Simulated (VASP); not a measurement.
Wanted: the native input for a VASP 6.6.1 run.

| Quantity | Value |
| --- | --- |
| Task | single point |
| Functional | PBEsol |
| Potentials or basis | VASP PAW PBE potentials, release 64 (Tl_d, Br) |
| Cutoff | 500 eV |
| k mesh | 8 × 8 × 8 |
| Occupations | fermi-dirac, width 0.03 eV |
| Spin | no spin polarisation |
| Dipole correction | no |
| Further INCAR settings | ALGO = Normal; EDIFF = 1e-06; NBANDS = 17 |

The structure of TlBr lies in POSCAR:

```
TlBr
1.0
    3.9700000000      0.0000000000      0.0000000000
    0.0000000000      3.9700000000      0.0000000000
    0.0000000000      0.0000000000      3.9700000000
Tl Br
1 1
Direct
    0.0000000000      0.0000000000      0.0000000000
    0.5000000000      0.5000000000      0.5000000000
```

One way to write it, as run:

INCAR

```
SYSTEM = TlBr
PREC = Accurate
ENCUT = 500
EDIFF = 1E-6
ISMEAR = -1
SIGMA = 0.03
LREAL = .FALSE.
LASPH = .TRUE.
NELM = 120
ALGO = Normal
ISIF = 2
LWAVE = .FALSE.
LCHARG = .TRUE.
GGA = PS
LELF = .TRUE.
LVHAR = .TRUE.
NBANDS = 17
GGA_COMPAT = .FALSE.
```

KPOINTS

```
Automatic mesh
0
G
  8 8 8
  0 0 0
```

Potentials or basis: VASP PAW PBE potentials, release 64 (Tl_d, Br).

Command:

```console
$ cat potpaw_PBE.64/Tl_d/POTCAR potpaw_PBE.64/Br/POTCAR > POTCAR
$ mpirun -np 1 vasp_std > vasp.out
```

It gave:

```json
{
  "Pressure": "-1.0 GPa",
  "Band gap on the k mesh": "1.71 eV, direct"
}
```

Caveat: the PAW data sets were made with another functional, which shifts forces and pressure a little; spin-orbit coupling is left out, which moves the levels of the heavy elements.

Wall time 25 s on 1 thread of Intel(R) Xeon(R) Platinum 8488C (Sapphire Rapids), on a shared host, peak memory 0.19 GiB.
